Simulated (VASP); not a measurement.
SnTe:

```
Te Sn
1.0
     0.00000    3.15085    3.15085
     3.15085    0.00000    3.15085
     3.15085    3.15085    0.00000
Te Sn
1 1
Direct
  0.50000 0.50000 0.50000
  0.00000 0.00000 0.00000
```

Base run:

```yaml
Program: VASP 6.6.1
Functional: PBEsol
Dispersion: D3(BJ)
Potentials_or_basis: VASP PAW PBE potentials, release 64 (Te, Sn_d)
Cutoff: 520 eV
k_mesh: 7 × 7 × 7
Occupations: fermi-dirac, width 0.05 eV
Spin: no spin polarisation
```

Its results: pressure -2.4 GPa.

Problem. The run is repeated on the same cell with these changes: functional from PBEsol to PBE. What comes out?

Solution. Pressure 0.0 GPa.

PBE binds less tightly than PBEsol, so the same cell stands under more pressure.

Caveats: three body term missing; the PAW data sets were made with another functional, which shifts forces and pressure a little (some runs).
